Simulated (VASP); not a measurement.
Here is a VASP 6.6.1 calculation.

File INCAR:

```
SYSTEM = Ru
ALGO     = Fast           ! electronic algorithm
EDIFF    = 1E-6           ! SCF threshold, eV
ENCUT    = 520            ! plane-wave cutoff, eV
GGA      = PE             ! functional
ISIF     = 2              ! what is computed and relaxed
ISMEAR   = 0              ! smearing method
LASPH    = .True.         ! aspherical terms in the spheres
LCHARG   = .False.        ! write CHGCAR
LREAL    = .False.        ! projectors in reciprocal space
LWAVE    = .False.        ! write WAVECAR
NBANDS   = 13             ! bands
NELM     = 80             ! most SCF steps
PREC     = Accurate       ! precision mode
SIGMA    = 0.15           ! smearing width, eV
```

KPOINTS

```
k-points
0
Gamma
  20 20 20
  0 0 0
```

Contents of POSCAR:

```
Ru
1.0
   -0.0333389707      1.8169739025      1.8169739025
    1.8169739025     -0.0333389707      1.8169739025
    1.8169739025      1.8169739025     -0.0333389707
Ru
1
Direct
    0.0000000000      0.0000000000      0.0000000000
```

Potentials or basis: VASP PAW PBE potentials, release 64 (Ru_pv).

The run is started by

```sh
$ cat potpaw_PBE.64/Ru_pv/POTCAR > POTCAR
$ mpirun -np 1 vasp_std > vasp.out
```

**Question.** What does it give for the pressure?

**Answer.** 47.2 GPa.

**Question.** Estimate the band gap on the k mesh.

**Answer.** Zero (band 7 reaches 17.23 eV, above the bottom of band 8 at 13.18 eV).

Stress tensor (GPa, compression positive):
```
47.22  6.44  6.44
 6.44 47.22  6.44
 6.44  6.44 47.22
```
